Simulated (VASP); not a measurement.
MgTe, 4 atoms in the cell. Symmetry: P6_3mc, No. 186, hexagonal system. The conventional cell has a = 4.540 Å, b = 4.540 Å, c = 7.395 Å, α = 90.00°, β = 90.00°, γ = 120.00°. Mg (site symmetry 3m) has 4 Te at 2.74 to 2.79 Å within 3.6 Å. Te (site symmetry 3m) has 4 Mg at 2.74 to 2.79 Å within 3.6 Å. 

- Program: VASP 6.6.1
- Task: relaxation of cell and atoms
- Functional: PBEsol
- Potentials or basis: VASP PAW PBE potentials, release 64 (Mg, Te)
- Cutoff: 600 eV
- k mesh: 9 × 9 × 4
- Occupations: gaussian, width 0.02 eV
- Spin: no spin polarisation
- Dipole correction: no
- Further INCAR settings: ALGO = Normal; EDIFF = 1e-07; IBRION = 2; EDIFFG = -0.005; NSW = 100; ISIF = 3

Potentials or basis: VASP PAW PBE potentials, release 64 (Mg, Te).

Command:

```console
$ cat potpaw_PBE.64/Mg/POTCAR potpaw_PBE.64/Te/POTCAR > POTCAR
$ mpirun -np 1 vasp_std > vasp.out
```

Hardware: 1 thread of AMD EPYC 7R13 Processor (Zen 3) (shared host).

Question: Estimate the wall time of this run.

Answer: It took 5.9 min on 1 thread of AMD EPYC 7R13 Processor (Zen 3), with other jobs on the host, peak memory 0.29 GiB. Counts: scf iterations 55, k points 36, ion steps 7.
